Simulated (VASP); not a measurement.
# KCl (Fm-3m) in VASP: a series of runs

KCl is run at these levels: PBE, LDA; tasks: relaxation of cell and atoms.

All numbers are computed with VASP 6.6.1; they aren't measurements. Logs are shortened: lines on timing, memory, paths and dates and some standing lists are left out, and cuts for length are marked.

**1. The cell of the first run**

The structure is cubic, space group Fm-3m (No. 225). Conventional cell: a = 6.230 Å, b = 6.230 Å, c = 6.230 Å, α = 90.00°, β = 90.00°, γ = 90.00°. K (site symmetry m-3m) has 6 Cl at 3.11 Å within 4.1 Å. Within 4.1 Å of Cl (site symmetry m-3m) lie 6 K at 3.11 Å.

**2. Relaxation of cell and atoms, PBE**

INCAR

```
SYSTEM = KCl
  PREC = Accurate
  ENCUT = 500
  EDIFF = 1E-7
  ISMEAR = -1
  SIGMA = 0.1
  LREAL = .False.
  LASPH = .True.
  NELM = 120
  ALGO = Normal
  ISIF = 3
  LWAVE = .False.
  LCHARG = .False.
  GGA = PE
  IBRION = 2
  NSW = 60
  EDIFFG = -0.01
  GGA_COMPAT = .False.
  NELMIN = 4
```

KPOINTS

```
Automatic mesh
0
Gamma
  5 5 5
  0 0 0
```

POSCAR

```
KCl
1.0
    0.0000000000      3.1148104200      3.1148104200
    3.1148104200      0.0000000000      3.1148104200
    3.1148104200      3.1148104200      0.0000000000
K Cl
1 1
Direct
    0.0000000000      0.0000000000      0.0000000000
    0.5000000000      0.5000000000      0.5000000000
```

Potentials or basis: VASP PAW PBE potentials, release 64 (K_sv, Cl).

Launch:

```sh
$ cat potpaw_PBE.64/K_sv/POTCAR potpaw_PBE.64/Cl/POTCAR > POTCAR
$ mpirun -np 1 vasp_std > vasp.out
```

OUTCAR:

```text
SYSTEM = KCl
   PREC = Accurate
   ENCUT = 500
   EDIFF = 1E-7
   ISMEAR = -1
   LREAL = .False.
   LASPH = .True.
   NELM = 120
   ISIF = 3
   GGA = PE
   IBRION = 2
   NSW = 60
   EDIFFG = -0.01
   NELMIN = 4

 ion  position               nearest neighbor table
   1  0.000  0.000  0.000-   2 3.11   2 3.11   2 3.11   2 3.11   2 3.11   2 3.11
   2  0.500  0.500  0.500-   1 3.11   1 3.11   1 3.11   1 3.11   1 3.11   1 3.11

  LATTYP: Found a face centered cubic cell.
 ALAT       =     6.2296208400

  Lattice vectors:

 A1 = (   0.0000000000,   3.1148104200,   3.1148104200)
 A2 = (   3.1148104200,   0.0000000000,   3.1148104200)
 A3 = (   3.1148104200,   3.1148104200,   0.0000000000)

Analysis of symmetry for initial positions (statically):
=====================================================================
 Subroutine PRICEL returns:
 Original cell was already a primitive cell.

 Routine SETGRP: Setting up the symmetry group for a
 face centered cubic supercell.

 Subroutine GETGRP returns: Found 48 space group operations
 (whereof 48 operations were pure point group operations)
 out of a pool of 48 trial point group operations.

The static configuration has the point symmetry O_h .

Analysis of symmetry for dynamics (positions and initial velocities):
=====================================================================
 Subroutine PRICEL returns:
 Original cell was already a primitive cell.

 Routine SETGRP: Setting up the symmetry group for a
 face centered cubic supercell.

 Subroutine GETGRP returns: Found 48 space group operations
 (whereof 48 operations were pure point group operations)
 out of a pool of 48 trial point group operations.

The dynamic configuration has the point symmetry O_h .

 Subroutine INISYM returns: Found 48 space group operations
 (whereof 48 operations are pure point group operations),
 and found     1 'primitive' translations

----------------------------------------------------------------------------------------

                                     Primitive cell

  volume of cell :      60.4401

  direct lattice vectors                    reciprocal lattice vectors
     0.000000000  3.114810420  3.114810420    -0.160523413  0.160523413  0.160523413
     3.114810420  0.000000000  3.114810420     0.160523413 -0.160523413  0.160523413
     3.114810420  3.114810420  0.000000000     0.160523413  0.160523413 -0.160523413

  length of vectors
     4.405007140  4.405007140  4.405007140     0.278034707  0.278034707  0.278034707

  position of ions in fractional coordinates (direct lattice)
     0.000000000  0.000000000  0.000000000
     0.500000000  0.500000000  0.500000000

  ion indices of the primitive-cell ions
   primitive index   ion index
                 1           1
                 2           2

----------------------------------------------------------------------------------------

 KPOINTS: Automatic mesh

Automatic generation of k-mesh.
 Grid dimensions read from file:
 generate k-points for:    5    5    5

 Generating k-lattice:

  Cartesian coordinates                     Fractional coordinates (reciprocal lattice)
    -0.032104683  0.032104683  0.032104683     0.200000000  0.000000000  0.000000000
     0.032104683 -0.032104683  0.032104683     0.000000000  0.200000000  0.000000000
     0.032104683  0.032104683 -0.032104683     0.000000000  0.000000000  0.200000000

  Length of vectors
     0.055606941  0.055606941  0.055606941

  Shift w.r.t. Gamma in fractional coordinates (k-lattice)
     0.000000000  0.000000000  0.000000000

 Subroutine IBZKPT returns following result:
 ===========================================

 Found     10 irreducible k-points:

 Following reciprocal coordinates:
            Coordinates               Weight
  0.000000  0.000000  0.000000      1.000000
  0.200000  0.000000  0.000000      8.000000
  0.400000  0.000000  0.000000      8.000000
  0.200000  0.200000  0.000000      6.000000
  0.400000  0.200000  0.000000     24.000000
 -0.400000  0.200000  0.000000     24.000000
 -0.200000  0.200000  0.000000     12.000000
  0.400000  0.400000  0.000000      6.000000
 -0.400000  0.400000  0.000000     12.000000
 -0.400000  0.400000  0.200000     24.000000
   k-points           NKPTS =     10   k-points in BZ     NKDIM =     10   number of bands    NBANDS=     12
   number of dos      NEDOS =    301   number of ions     NIONS =      2
   total plane-waves  NPLWV =  32768
   dimension x,y,z NGX =    32 NGY =   32 NGZ =   32
   dimension x,y,z NGXF=    64 NGYF=   64 NGZF=   64
   ions per type =               1   1
   NGX,Y,Z   is equivalent  to a cutoff of  12.08, 12.08, 12.08 a.u.
   NGXF,Y,Z  is equivalent  to a cutoff of  24.15, 24.15, 24.15 a.u.
 SYSTEM =  KCl
   PREC   = accura    normal or accurate (medium, high low for compatibility)
   ISTART =      0    job   : 0-new  1-cont  2-samecut
   ICHARG =      2    charge: 1-file 2-atom 10-const
   ISPIN  =      1    spin polarized calculation?
   LNONCOLLINEAR =      F non collinear calculations
   LSORBIT =      F    spin-orbit coupling
   LASPH  =      T    aspherical Exc in radial PAW
   ENCUT  =  500.0 eV  36.75 Ry    6.06 a.u.   8.03  8.03  8.03*2*pi/ulx,y,z
   NELM   =    120;   NELMIN=  4; NELMDL= -5     # of ELM steps
   EDIFF  = 0.1E-06   stopping-criterion for ELM
   LREAL  =      F    real-space projection
   EDIFFG = -.1E-01   stopping-criterion for IOM
   NSW    =     60    number of steps for IOM
   IBRION =      2    ionic relax: 0-MD 1-quasi-New 2-CG
   NFREE  =      1    steps in history (QN), initial steepest desc. (CG)
   ISIF   =      3    stress and relaxation
   ISYM   =      2    0-nonsym 1-usesym 2-fastsym
   POTIM  = 0.5000    time-step for ionic-motion
   TEBEG  =    0.0;   TEEND  =   0.0 temperature during run
   PSTRESS=    0.0 pullay stress
   NELECT =      16.0000    total number of electrons
   NUPDOWN=      -1.0000    fix difference up-down
   EMIN   =  10.00;   EMAX   =-10.00  energy-range for DOS
   EFERMI =   0.00;   METHOD = LEGACY
   ISMEAR =    -1;   SIGMA  =   0.10  broadening in eV -4-tet -1-fermi 0-gaus
   EFERMI_NEDOS =   21; number of points for ismear=-14 and -15
   IALGO  =     38    algorithm
   IMIX   =      4    mixing-type and parameters
     AMIX     =   0.40;   BMIX     =  1.00
     AMIX_MAG =   1.60;   BMIX_MAG =  1.00
  volume/ion in A,a.u.               =      30.22       203.93
  Fermi-wavevector in a.u.,A,eV,Ry     =   1.051171  1.986424 15.033889  1.104960
  Thomas-Fermi vector in A             =   2.186203
   LORBIT       =      0    0 simple, 1 ext, 2 COOP (PROOUT), +10 PAW based schemes
   GGA     = PE    functional components
   LHFCALC =     F    Hartree Fock is set to
   AEXX    =    0.0000 exact exchange contribution
   IVDW    =     0    specifies the selected vdW correction
   LEPSILON=     F    determine dielectric tensor
   LRPA    =     F    only Hartree local field effects (RPA)
 conjugate gradient relaxation of ions
 non-spin polarized calculation
  energy-cutoff  :      500.00
  volume of cell :       60.44
 maximum number of plane-waves:      1549
   NGX = 17   NGY = 17   NGZ = 17

--------------------------------------- Ionic step        1  -------------------------------------------

 number of electron      15.9999999 magnetization

 Free energy of the ion-electron system (eV)
  ---------------------------------------------------
  ext. energy  EPLUGINS =         0.00000000
  ---------------------------------------------------
  free energy    TOTEN  =        -6.79036747 eV

  energy without entropy =       -6.79036747  energy(sigma->0) =       -6.79036747

------------------------ aborting loop because EDIFF is reached ----------------------------------------

  FORCE on cell =-STRESS in cart. coord.  units (eV):
  Direction    XX          YY          ZZ          XY          YZ          ZX
  --------------------------------------------------------------------------------------
  -------------------------------------------------------------------------------------
  Total        0.5372061      0.5372061      0.5372061      0.0000000      0.0000000      0.0000000
  in kB       14.2405467     14.2405467     14.2405467      0.0000000      0.0000000      0.0000000
  external PRESSURE =      14.2405467 kB  Pullay stress =       0.0000000 kB

 VOLUME and BASIS-vectors are now :
 -----------------------------------------------------------------------------
  energy-cutoff  :      500.00
  volume of cell :       60.44
      direct lattice vectors                 reciprocal lattice vectors
     0.000000000  3.114810420  3.114810420    -0.160523413  0.160523413  0.160523413
     3.114810420  0.000000000  3.114810420     0.160523413 -0.160523413  0.160523413
     3.114810420  3.114810420  0.000000000     0.160523413  0.160523413 -0.160523413
[... 73 lines left out ...]
 POSITION                                       TOTAL-FORCE (eV/Angst)
 -----------------------------------------------------------------------------------
      0.00000      0.00000      0.00000         0.000000     -0.000000     -0.000000
      3.19606      3.19606      3.19606        -0.000000      0.000000      0.000000
 -----------------------------------------------------------------------------------
    total drift:                                0.000000     -0.000000     -0.000000

  FREE ENERGIE OF THE ION-ELECTRON SYSTEM (eV)
  ---------------------------------------------------
  free  energy   TOTEN  =        -6.8090266404 eV

  energy  without entropy=       -6.8090266402  energy(sigma->0) =       -6.80902664

--------------------------------------- Ionic step        4  -------------------------------------------

 number of electron      16.0000001 magnetization

 Free energy of the ion-electron system (eV)
  ---------------------------------------------------
  ext. energy  EPLUGINS =         0.00000000
  ---------------------------------------------------
  free energy    TOTEN  =        -6.80910982 eV

  energy without entropy =       -6.80910982  energy(sigma->0) =       -6.80910982

 E-fermi :   0.2579     XC(G=0):  -7.3682

 val. band max:       -2.0041971108   @ k =   0.0000   0.0000   0.0000
 cond. band min:       3.0393360660   @ k =   0.0000   0.0000   0.0000
 fundamental gap:      5.0435331768
 Fermi energy:         0.2578774813

 k-point     1 :       0.0000    0.0000    0.0000
  band No.  band energies     occupation
      1     -29.3079      2.00000
      2     -14.0770      2.00000
      3     -12.7674      2.00000
      4     -12.7674      2.00000
      5     -12.7674      2.00000
      6      -2.0042      2.00000
      7      -2.0042      2.00000
      8      -2.0042      2.00000
      9       3.0393      0.00000
     10       6.3489      0.00000
     11       6.3489      0.00000
     12       6.3489      0.00000

 k-point     2 :       0.2000    0.0000    0.0000
  band No.  band energies     occupation
      1     -29.3050      2.00000
      2     -14.1416      2.00000
      3     -12.7703      2.00000
      4     -12.7703      2.00000
      5     -12.6864      2.00000
      6      -2.3974      2.00000
      7      -2.1097      2.00000
      8      -2.1097      2.00000
      9       3.8825      0.00000
     10       6.1335      0.00000
     11       6.8184      0.00000
     12       6.8184      0.00000
[... 140 lines left out ...]
 POSITION                                       TOTAL-FORCE (eV/Angst)
 -----------------------------------------------------------------------------------
      0.00000      0.00000      0.00000         0.000000     -0.000000     -0.000000
      3.19109      3.19109      3.19109        -0.000000      0.000000      0.000000
 -----------------------------------------------------------------------------------
    total drift:                                0.000000     -0.000000     -0.000000

  FREE ENERGIE OF THE ION-ELECTRON SYSTEM (eV)
  ---------------------------------------------------
  free  energy   TOTEN  =        -6.8091098245 eV

  energy  without entropy=       -6.8091098243  energy(sigma->0) =       -6.80910982

 reached required accuracy - stopping structural energy minimisation
```

It took 24 s on 1 thread of Intel Xeon Platinum 8375C at 2.90GHz (Ice Lake), shared host; peak memory 0.18 GiB.

Results:

| Item | Value |
| --- | --- |
| Free energy | -6.8091 eV |
| Relaxed volume | 32.49 Å³/atom |
| Relaxed cell | a = 4.513 Å, b = 4.513 Å, c = 4.513 Å, α = 60.00°, β = 60.00°, γ = 60.00° |
| Space group after relaxing (to 0.05 Å) | Fm-3m (No. 225) |
| Energy gained by relaxing | 9.4 meV/atom |
| Ionic steps | 4 |
| Pressure after relaxing | 0.0 GPa |
| Band gap on the k mesh | 5.04 eV, direct |

The path:
```tsv
step	energy change (eV)	largest force (eV/Å)	pressure (GPa)	volume (Å³)
1	0.0000	0.0000	1.42	60.44
2	-0.0148	0.0000	0.60	62.82
3	-0.0187	0.0000	-0.08	65.29
4	-0.0187	0.0000	-0.01	64.99
```

Final structure:
```
CELL_PARAMETERS angstrom
0.00000 3.19109 3.19109
3.19109 0.00000 3.19109
3.19109 3.19109 0.00000
ATOMIC_POSITIONS crystal
K 0.00000 0.00000 0.00000
Cl 0.50000 0.50000 0.50000
```

PBE gaps usually lie below the measured ones, often by a third to a half. Zero-point motion and thermal expansion aren't in these numbers.

**3. Relaxation of cell and atoms, LDA**

INCAR

```
SYSTEM = KCl
PREC     = Accurate       ! precision mode
ENCUT    = 500            ! plane-wave cutoff, eV
EDIFF    = 1E-7           ! SCF threshold, eV
ISMEAR   = 1              ! smearing method
SIGMA    = 0.01           ! smearing width, eV
LREAL    = .FALSE.        ! projectors in reciprocal space
LASPH    = .TRUE.         ! aspherical terms in the spheres
NELM     = 120            ! most SCF steps
ALGO     = Normal         ! electronic algorithm
ISIF     = 3              ! what is computed and relaxed
LWAVE    = .FALSE.        ! write WAVECAR
LCHARG   = .FALSE.        ! write CHGCAR
GGA      = CA             ! functional
IBRION   = 2              ! ionic algorithm
NSW      = 60             ! ionic steps
EDIFFG   = -0.01          ! ionic threshold
GGA_COMPAT= .FALSE.      
NELMIN   = 4
```

KPOINTS

```
Automatic mesh
0
G
  5 5 5
  0 0 0
```

POSCAR is that of step 2.

Potentials or basis: VASP PAW LDA potentials, release 64 (K_sv, Cl).

Launch:

```sh
$ cat potpaw_LDA.64/K_sv/POTCAR potpaw_LDA.64/Cl/POTCAR > POTCAR
$ mpirun -np 1 vasp_std > vasp.out
```

It took 12 s on 1 thread of Intel Xeon Platinum 8375C at 2.90GHz (Ice Lake), shared host; peak memory 0.16 GiB.

The run converged. Its results:

| Property | Result |
| --- | --- |
| Free energy | -7.4090 eV |
| Relaxed volume | 28.21 Å³/atom |
| Relaxed cell | a = 4.305 Å, b = 4.305 Å, c = 4.305 Å, α = 60.00°, β = 60.00°, γ = 60.00° |
| Space group after relaxing (to 0.05 Å) | Fm-3m (No. 225) |
| Energy gained by relaxing | 10.1 meV/atom |
| Ionic steps | 3 |
| Pressure after relaxing | -0.1 GPa |
| Band gap on the k mesh | 5.09 eV, direct |

Step by step:
| step | energy change (eV) | largest force (eV/Å) | pressure (GPa) | volume (Å³) |
| --- | --- | --- | --- | --- |
| 1 | 0.0000 | 0.0000 | -1.46 | 60.44 |
| 2 | -0.0163 | 0.0000 | -0.71 | 58.07 |
| 3 | -0.0203 | 0.0000 | -0.05 | 56.42 |

Final structure:
```
K Cl
1.0
     0.00000    3.04416    3.04416
     3.04416    0.00000    3.04416
     3.04416    3.04416    0.00000
K Cl
1 1
Direct
  0.00000 0.00000 0.00000
  0.50000 0.50000 0.50000
```

Levels at points of the mesh, in eV from the valence-band top:
```csv
k point,band 6,band 7,band 8,band 9,band 10,band 11
"(0.00, 0.00, 0.00)",0.00,0.00,0.00,5.09,8.11,8.11
```

LDA gaps usually lie below the measured ones, often by a third to a half. LDA usually gives volumes a few per cent too small.
